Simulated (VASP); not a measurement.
# Hf4N (I4/mmm) in VASP: further runs

Runs on Hf4N. Level: PBE. Tasks: single point, relaxation of cell and atoms.

All numbers are computed with VASP 6.6.1; they aren't measurements. Logs are shortened: lines on timing, memory, paths and dates and some standing lists are left out, and cuts for length are marked.

## (1) The cell of the first run

Symmetry: I4/mmm, No. 139, tetragonal system. Conventional cell: a = 4.327 Å, b = 4.327 Å, c = 8.242 Å, α = 90.00°, β = 90.00°, γ = 90.00°. Hf (site symmetry 4mm) has 1 N at 2.01 Å within 2.7 Å. Within 3.1 Å of Hf (site symmetry mmm) lie 2 N at 2.16 Å and 12 Hf at 2.96 to 3.06 Å. N (site symmetry 4/mmm) has 6 Hf at 2.01 to 2.16 Å within 2.7 Å.

The cell was generated, and may not be a known phase.

## (2) Single point, PBE

INCAR

```
PREC     = Accurate       # precision mode
ENCUT    = 520            # plane-wave cutoff, eV
EDIFF    = 1E-6           # SCF threshold, eV
ISMEAR   = 0              # smearing method
SIGMA    = 0.1            # smearing width, eV
LREAL    = False          # projectors in reciprocal space
LASPH    = True           # aspherical terms in the spheres
NELM     = 60             # most SCF steps
ALGO     = Normal         # electronic algorithm
ISIF     = 2              # what is computed and relaxed
LWAVE    = False          # write WAVECAR
LCHARG   = True           # write CHGCAR
GGA      = PE             # functional
LELF     = True           # ELF
LVHAR    = True         
NBANDS   = 30             # bands
```

KPOINTS

```
regular mesh
0
Gamma
  6 6 6
```

POSCAR

```
Hf4N
1.0
   -2.1633483000      2.1633483000      4.1212417700
    2.1633483000     -2.1633483000      4.1212417700
    2.1633483000      2.1633483000     -4.1212417700
Hf N
4 1
Direct
    0.7556089200      0.7556089200      0.0000000000
    0.5000000000      0.0000000000      0.5000000000
    0.0000000000      0.5000000000      0.5000000000
    0.2443910800      0.2443910800      0.0000000000
    0.0000000000      0.0000000000      0.0000000000
```

Potentials or basis: VASP PAW PBE potentials, release 64 (Hf_pv, N).

Launch:

```sh
$ cat potpaw_PBE.64/Hf_pv/POTCAR potpaw_PBE.64/N/POTCAR > POTCAR
$ mpirun -np 1 vasp_std > vasp.out
```

OUTCAR:

```text
PREC = Accurate
   ENCUT = 520
   EDIFF = 1E-6
   ISMEAR = 0
   LREAL = False
   LASPH = True
   NELM = 60
   ISIF = 2
   GGA = PE

 ion  position               nearest neighbor table
   1  0.756  0.756  0.000-   5 2.01   3 2.96   2 2.96   2 2.96   3 2.96   3 3.02   2 3.02   2 3.02
                             3 3.02   4 3.06   4 3.06   4 3.06   4 3.06
   2  0.500  0.000  0.500-   5 2.16   5 2.16   4 2.96   4 2.96   1 2.96   1 2.96   4 3.02   4 3.02
                             1 3.02   1 3.02   3 3.06   3 3.06   3 3.06   3 3.06
   3  0.000  0.500  0.500-   5 2.16   5 2.16   4 2.96   4 2.96   1 2.96   1 2.96   4 3.02   1 3.02
                             1 3.02   4 3.02   2 3.06   2 3.06   2 3.06   2 3.06
   4  0.244  0.244  0.000-   5 2.01   3 2.96   2 2.96   3 2.96   2 2.96   2 3.02   3 3.02   2 3.02
                             3 3.02   1 3.06   1 3.06   1 3.06   1 3.06
   5  0.000  0.000  0.000-   1 2.01   4 2.01   3 2.16   2 2.16   3 2.16   2 2.16

  LATTYP: Found a body centered tetragonal cell.
 ALAT       =     4.3266966000
 C/A-ratio  =     1.9050292410

  Lattice vectors:

 A1 = (  -2.1633483000,   2.1633483000,   4.1212417700)
 A2 = (   2.1633483000,  -2.1633483000,   4.1212417700)
 A3 = (   2.1633483000,   2.1633483000,  -4.1212417700)

Analysis of symmetry for initial positions (statically):
=====================================================================
 Subroutine PRICEL returns:
 Original cell was already a primitive cell.

 Routine SETGRP: Setting up the symmetry group for a
 body centered tetragonal supercell.

 Subroutine GETGRP returns: Found 16 space group operations
 (whereof 16 operations were pure point group operations)
 out of a pool of 16 trial point group operations.

The static configuration has the point symmetry D_4h.

Analysis of symmetry for dynamics (positions and initial velocities):
=====================================================================
 Subroutine PRICEL returns:
 Original cell was already a primitive cell.

 Routine SETGRP: Setting up the symmetry group for a
 body centered tetragonal supercell.

 Subroutine GETGRP returns: Found 16 space group operations
 (whereof 16 operations were pure point group operations)
 out of a pool of 16 trial point group operations.

The dynamic configuration has the point symmetry D_4h.

 Subroutine INISYM returns: Found 16 space group operations
 (whereof 16 operations are pure point group operations),
 and found     1 'primitive' translations

----------------------------------------------------------------------------------------

                                     Primitive cell

  volume of cell :      77.1509

  direct lattice vectors                    reciprocal lattice vectors
    -2.163348300  2.163348300  4.121241770     0.000000000  0.231123208  0.121322657
     2.163348300 -2.163348300  4.121241770     0.231123208  0.000000000  0.121322657
     2.163348300  2.163348300 -4.121241770     0.231123208  0.231123208  0.000000000

  length of vectors
     5.132717162  5.132717162  5.132717162     0.261030888  0.261030888  0.326857576

  position of ions in fractional coordinates (direct lattice)
     0.755608920  0.755608920  0.000000000
     0.500000000  0.000000000  0.500000000
     0.000000000  0.500000000  0.500000000
     0.244391080  0.244391080  0.000000000
     0.000000000  0.000000000  0.000000000

  ion indices of the primitive-cell ions
   primitive index   ion index
                 1           1
                 2           2
                 3           3
                 4           4
                 5           5

----------------------------------------------------------------------------------------

 KPOINTS: regular mesh

Automatic generation of k-mesh.
 Grid dimensions read from file:
 generate k-points for:    6    6    6

 Generating k-lattice:

  Cartesian coordinates                     Fractional coordinates (reciprocal lattice)
     0.000000000  0.038520535  0.020220443     0.166666667 -0.000000000  0.000000000
     0.038520535  0.000000000  0.020220443    -0.000000000  0.166666667  0.000000000
     0.038520535  0.038520535  0.000000000     0.000000000  0.000000000  0.166666667

  Length of vectors
     0.043505148  0.043505148  0.054476263

  Shift w.r.t. Gamma in fractional coordinates (k-lattice)
     0.000000000  0.000000000  0.000000000

 Subroutine IBZKPT returns following result:
 ===========================================

 Found     30 irreducible k-points:

 Following reciprocal coordinates:
            Coordinates               Weight
  0.000000  0.000000  0.000000      1.000000
  0.166667 -0.000000  0.000000      8.000000
  0.333333 -0.000000  0.000000      8.000000
  0.500000 -0.000000  0.000000      4.000000
  0.166667  0.166667  0.000000      8.000000
  0.333333  0.166667  0.000000     16.000000
[... 16 lines left out ...]
 -0.333333 -0.333333  0.166667      8.000000
 -0.166667 -0.333333  0.166667      8.000000
 [... further k-points ...]
   k-points           NKPTS =     30   k-points in BZ     NKDIM =     30   number of bands    NBANDS=     30
   number of dos      NEDOS =    301   number of ions     NIONS =      5
   total plane-waves  NPLWV =  64000
   dimension x,y,z NGX =    40 NGY =   40 NGZ =   40
   dimension x,y,z NGXF=    80 NGYF=   80 NGZF=   80
   ions per type =               4   1
   NGX,Y,Z   is equivalent  to a cutoff of  12.96, 12.96, 12.96 a.u.
   NGXF,Y,Z  is equivalent  to a cutoff of  25.91, 25.91, 25.91 a.u.
 SYSTEM =  unknown system
   PREC   = accura    normal or accurate (medium, high low for compatibility)
   ISTART =      0    job   : 0-new  1-cont  2-samecut
   ICHARG =      2    charge: 1-file 2-atom 10-const
   ISPIN  =      1    spin polarized calculation?
   LNONCOLLINEAR =      F non collinear calculations
   LSORBIT =      F    spin-orbit coupling
   LASPH  =      T    aspherical Exc in radial PAW
   ENCUT  =  520.0 eV  38.22 Ry    6.18 a.u.   9.54  9.54  9.54*2*pi/ulx,y,z
   NELM   =     60;   NELMIN=  2; NELMDL= -5     # of ELM steps
   EDIFF  = 0.1E-05   stopping-criterion for ELM
   LREAL  =      F    real-space projection
   EDIFFG = 0.1E-04   stopping-criterion for IOM
   NSW    =      0    number of steps for IOM
   IBRION =     -1    ionic relax: 0-MD 1-quasi-New 2-CG
   NFREE  =      0    steps in history (QN), initial steepest desc. (CG)
   ISIF   =      2    stress and relaxation
   ISYM   =      2    0-nonsym 1-usesym 2-fastsym
   POTIM  = 0.5000    time-step for ionic-motion
   TEBEG  =    0.0;   TEEND  =   0.0 temperature during run
   PSTRESS=    0.0 pullay stress
   NELECT =      45.0000    total number of electrons
   NUPDOWN=      -1.0000    fix difference up-down
   EMIN   =  10.00;   EMAX   =-10.00  energy-range for DOS
   EFERMI =   0.00;   METHOD = LEGACY
   ISMEAR =     0;   SIGMA  =   0.10  broadening in eV -4-tet -1-fermi 0-gaus
   EFERMI_NEDOS =   21; number of points for ismear=-14 and -15
   IALGO  =     38    algorithm
   IMIX   =      4    mixing-type and parameters
     AMIX     =   0.40;   BMIX     =  1.00
     AMIX_MAG =   1.60;   BMIX_MAG =  1.00
  volume/ion in A,a.u.               =      15.43       104.13
  Fermi-wavevector in a.u.,A,eV,Ry     =   1.367830  2.584823 25.455928  1.870958
  Thomas-Fermi vector in A             =   2.493848
   LORBIT       =      0    0 simple, 1 ext, 2 COOP (PROOUT), +10 PAW based schemes
   GGA     = PE    functional components
   LHFCALC =     F    Hartree Fock is set to
   AEXX    =    0.0000 exact exchange contribution
   IVDW    =     0    specifies the selected vdW correction
   LEPSILON=     F    determine dielectric tensor
   LRPA    =     F    only Hartree local field effects (RPA)
 non-spin polarized calculation
 Gauss-broadening in eV      SIGMA  =   0.10
  energy-cutoff  :      520.00
  volume of cell :       77.15
 maximum number of plane-waves:      2106
 NGX is ok and might be reduce to    40
   NGX = 19   NGY = 19   NGZ = 19

 number of electron      44.9999998 magnetization

 Free energy of the ion-electron system (eV)
  ---------------------------------------------------
  ext. energy  EPLUGINS =         0.00000000
  ---------------------------------------------------
  free energy    TOTEN  =       -50.03312816 eV

  energy without entropy =      -50.01205790  energy(sigma->0) =      -50.02259303

 E-fermi :   6.4817     XC(G=0): -12.4040

 val. band max:        6.4680732556   @ k =   0.3333   0.3333   0.1667
 cond. band min:       6.5213486173   @ k =   0.3333   0.1667   0.1667
 fundamental gap:      0.0532753617
 Fermi energy:         6.4817364640

 k-point     1 :       0.0000    0.0000    0.0000
  band No.  band energies     occupation
      1     -24.1261      2.00000
      2     -23.8238      2.00000
      3     -23.8238      2.00000
      4     -23.5279      2.00000
      5     -23.5279      2.00000
      6     -23.4433      2.00000
[... 22 lines left out ...]
     29      10.1400      0.00000
     30      10.5167      0.00000

 k-point     2 :       0.1667   -0.0000    0.0000
  band No.  band energies     occupation
      1     -24.0708      2.00000
      2     -23.9505      2.00000
      3     -23.8278      2.00000
      4     -23.6489      2.00000
      5     -23.4626      2.00000
      6     -23.3929      2.00000
[... 22 lines left out ...]
     29      10.1388      0.00000
     30      11.0076      0.00000

 k-point     3 :       0.3333   -0.0000    0.0000
  band No.  band energies     occupation
      1     -24.0791      2.00000
      2     -23.9138      2.00000
      3     -23.8046      2.00000
      4     -23.7408      2.00000
      5     -23.5072      2.00000
      6     -23.3869      2.00000
[... 22 lines left out ...]
     29      10.0315      0.00000
     30      10.6142      0.00000

 k-point     4 :       0.5000   -0.0000    0.0000
  band No.  band energies     occupation
      1     -24.0858      2.00000
      2     -23.8205      2.00000
      3     -23.7714      2.00000
      4     -23.7229      2.00000
      5     -23.6146      2.00000
      6     -23.5695      2.00000
[... 22 lines left out ...]
     29      10.1300      0.00000
     30      10.1454      0.00000

 k-point     5 :       0.1667    0.1667    0.0000
  band No.  band energies     occupation
      1     -24.1243      2.00000
      2     -23.9816      2.00000
      3     -23.8656      2.00000
      4     -23.5673      2.00000
      5     -23.4535      2.00000
      6     -23.3873      2.00000
[... 22 lines left out ...]
     29      10.4416      0.00000
     30      11.0352      0.00000
[... 526 lines left out ...]
     29      10.5620      0.00000
     30      11.5025      0.00000

 k-point    22 :      -0.1667    0.5000    0.1667
  band No.  band energies     occupation
      1     -24.0659      2.00000
      2     -23.9176      2.00000
      3     -23.8369      2.00000
      4     -23.6435      2.00000
      5     -23.5660      2.00000
      6     -23.4202      2.00000
[... 22 lines left out ...]
     29      10.4273      0.00000
     30      10.7014      0.00000

 k-point    23 :      -0.3333   -0.3333    0.1667
  band No.  band energies     occupation
      1     -24.1316      2.00000
      2     -23.9546      2.00000
      3     -23.9047      2.00000
      4     -23.5197      2.00000
      5     -23.4458      2.00000
      6     -23.3622      2.00000
[... 22 lines left out ...]
     29      11.2191      0.00000
     30      11.4824      0.00000

 k-point    24 :      -0.1667   -0.3333    0.1667
  band No.  band energies     occupation
      1     -24.0461      2.00000
      2     -23.9745      2.00000
      3     -23.9487      2.00000
      4     -23.5484      2.00000
      5     -23.3627      2.00000
      6     -23.3434      2.00000
[... 22 lines left out ...]
     29      10.8006      0.00000
     30      11.0624      0.00000

 [... further k-points ...]

------------------------ aborting loop because EDIFF is reached ----------------------------------------

  FORCE on cell =-STRESS in cart. coord.  units (eV):
  Direction    XX          YY          ZZ          XY          YZ          ZX
  --------------------------------------------------------------------------------------
  -------------------------------------------------------------------------------------
  Total       15.6482942     15.6482942     23.2792577      0.0000000     -0.0000000      0.0000000
  in kB      324.9650145    324.9650145    483.4357161      0.0000000     -0.0000000      0.0000000
  external PRESSURE =     377.7885817 kB  Pullay stress =       0.0000000 kB

 VOLUME and BASIS-vectors are now :
 -----------------------------------------------------------------------------
  energy-cutoff  :      520.00
  volume of cell :       77.15
      direct lattice vectors                 reciprocal lattice vectors
    -2.163348300  2.163348300  4.121241770     0.000000000  0.231123208  0.121322657
     2.163348300 -2.163348300  4.121241770     0.231123208  0.000000000  0.121322657
     2.163348300  2.163348300 -4.121241770     0.231123208  0.231123208  0.000000000

 POSITION                                       TOTAL-FORCE (eV/Angst)
 -----------------------------------------------------------------------------------
      0.00000      0.00000      6.22809         0.000000      0.000000     -2.179584
      0.00000      2.16335      0.00000        -0.000000     -0.000000      0.000000
      2.16335      0.00000      0.00000        -0.000000     -0.000000      0.000000
      0.00000      0.00000      2.01439         0.000000      0.000000      2.179584
      0.00000      0.00000      0.00000        -0.000000     -0.000000      0.000000
 -----------------------------------------------------------------------------------
    total drift:                                0.000000      0.000000     -0.000000

  FREE ENERGIE OF THE ION-ELECTRON SYSTEM (eV)
  ---------------------------------------------------
  free  energy   TOTEN  =       -50.0331281621 eV

  energy  without entropy=      -50.0120579019  energy(sigma->0) =      -50.02259303
```

Wall time 98 s (1 thread of Intel Xeon 8259CL, shared host); peak memory 0.27 GiB.

What came out:

```
Free energy            : -50.0331 eV
Pressure               : 37.8 GPa
Largest force          : 2.180 eV/Å
Band gap on the k mesh : zero (an odd number of electrons rules out a gap without spin polarisation)
```

Forces in eV/Å, atoms in the order of the input:
```
Hf   0.000  0.000 -2.180
Hf   0.000  0.000  0.000
Hf   0.000  0.000  0.000
Hf   0.000  0.000  2.180
N    0.000  0.000  0.000
```

Caveat: the stress differs along the axes, from 32 to 48 GPa; spin-orbit coupling is left out, which moves the levels of the heavy elements; forces of over 1 eV/Å act on the atoms, so gaps and moduli don't describe the material at rest.

(Part 1 of 2 ends here.)

The gap in the log of VASP goes by the Fermi energy; the results here count the filled bands.